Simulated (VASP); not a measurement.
Sb, 1 atom in the cell. Symmetry: I4/mmm, No. 139, tetragonal system. Conventional cell: a = 3.010 Å, b = 3.010 Å, c = 4.910 Å, α = 90.00°, β = 90.00°, γ = 90.00°. Within 4.0 Å of Sb (site symmetry 4/mmm) lie 12 Sb at 3.01 to 3.25 Å.  This cell differs from its parent crystal: zz strain of -1 %.

- Program: VASP 6.6.1
- Task: single point
- Functional: PBEsol
- Potentials or basis: VASP PAW PBE potentials, release 64 (Sb)
- Cutoff: 520 eV
- k mesh: 13 × 13 × 15
- Occupations: fermi-dirac, width 0.03 eV
- Spin: no spin polarisation
- Dipole correction: no
- Further INCAR settings: ALGO = Normal; EDIFF = 1e-07; NBANDS = 8; ISYM = 0

Potentials or basis: VASP PAW PBE potentials, release 64 (Sb).

Launch:

```bash
$ cat potpaw_PBE.64/Sb/POTCAR > POTCAR
$ mpirun -np 1 vasp_std > vasp.out
```

Hardware: 1 thread of Intel(R) Xeon(R) 6975P-C (Granite Rapids), on a shared host.

Problem. Estimate the wall time of this run.

Solution. Run time: 47 s on 1 thread of Intel(R) Xeon(R) 6975P-C (Granite Rapids), with other jobs on the host, peak memory 0.33 GiB. Counts: scf iterations 11, k points 1268.
